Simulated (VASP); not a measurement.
The system is SiO2.

```xyz
6
Lattice="4.1773 0.0000 0.0000 0.0000 4.1773 0.0000 0.0000 0.0000 2.6652" Properties=species:S:1:pos:R:3 pbc="T T T"
Si    0.0000    0.0000    0.0000
Si    2.0886    2.0886    1.3326
O     1.2778    1.2778    0.0000
O     0.8108    3.3665    1.3326
O     2.8995    2.8995    0.0000
O     3.3665    0.8108    1.3326
```

* Program: VASP 6.6.1
* Task: relaxation of cell and atoms
* Functional: PBE
* Potentials or basis: VASP PAW PBE potentials, release 64 (Si, O)
* Cutoff: 600 eV
* k mesh: 6 × 6 × 8
* Occupations: methfessel-paxton, width 0.02 eV
* Spin: no spin polarisation

At the start: pressure 11.0 GPa; volume 7.75 Å³/atom.

**Question.** Where does the relaxation end?

**Answer.** Over 7 steps the energy falls by 9.2 meV/atom and the volume is 8.04 Å³/atom (+3.7 %); space group P4_2/mnm (No. 136, to 0.1 Å) before and after.

Step by step:
```tsv
step	energy change (eV)	largest force (eV/Å)	pressure (GPa)	volume (Å³)
1	0.0000	0.0982	10.96	46.51
2	0.0335	0.4642	-11.90	50.17
3	-0.0520	0.1697	0.08	48.07
4	-0.0520	0.1648	0.28	48.03
5	-0.0545	0.0194	0.16	48.16
6	-0.0545	0.0192	0.15	48.16
7	-0.0549	0.0025	-0.10	48.23
```

Final structure:
```xyz
6
Lattice="4.2316 0.0000 0.0000 0.0000 4.2316 0.0000 0.0000 0.0000 2.6933" Properties=species:S:1:pos:R:3 pbc="T T T"
Si    4.2316    4.2316    2.6933
Si    2.1158    2.1158    1.3467
O     1.2980    1.2980    0.0000
O     0.8177    3.4138    1.3467
O     2.9335    2.9335    2.6933
O     3.4138    0.8177    1.3467
```
